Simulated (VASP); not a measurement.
Here is a VASP 6.6.1 calculation.

File INCAR:

```
SYSTEM = Sn
ALGO = Normal
EDIFF = 1E-7
ENCUT = 520
GGA = PS
GGA_COMPAT = .False.
ISIF = 2
ISMEAR = 0
LASPH = .True.
LCHARG = .True.
LNONCOLLINEAR = .True.
LORBIT = 11
LORBMOM = .True.
LREAL = .False.
LSORBIT = .True.
LVHAR = .True.
LWAVE = .False.
MAGMOM = 0 0 0 0 0 0
NBANDS = 40
NELM = 150
PREC = Accurate
SIGMA = 0.1
```

KPOINTS

```
k-points
0
Gamma
  12 12 12
  0 0 0
```

POSCAR

```
Sn
1.0
    0.0000000000      3.2701710812      3.2701710812
    3.2701710812      0.0000000000      3.2701710812
    3.2701710812      3.2701710812      0.0000000000
Sn
2
Direct
    0.0000000000      0.0000000000      0.0000000000
    0.2500000000      0.2500000000      0.2500000000
```

Potentials or basis: VASP PAW PBE potentials, release 64 (Sn_d).

Launch:

```bash
$ cat potpaw_PBE.64/Sn_d/POTCAR > POTCAR
$ mpirun -np 1 vasp_ncl > vasp.out
```

(1) What does it give for the pressure?

(2) Estimate the net moment.

Answers

(1) 0.0 GPa.

(2) 0.00 μB per cell.

Caveat: the PAW data sets were made with another functional, which shifts forces and pressure a little.
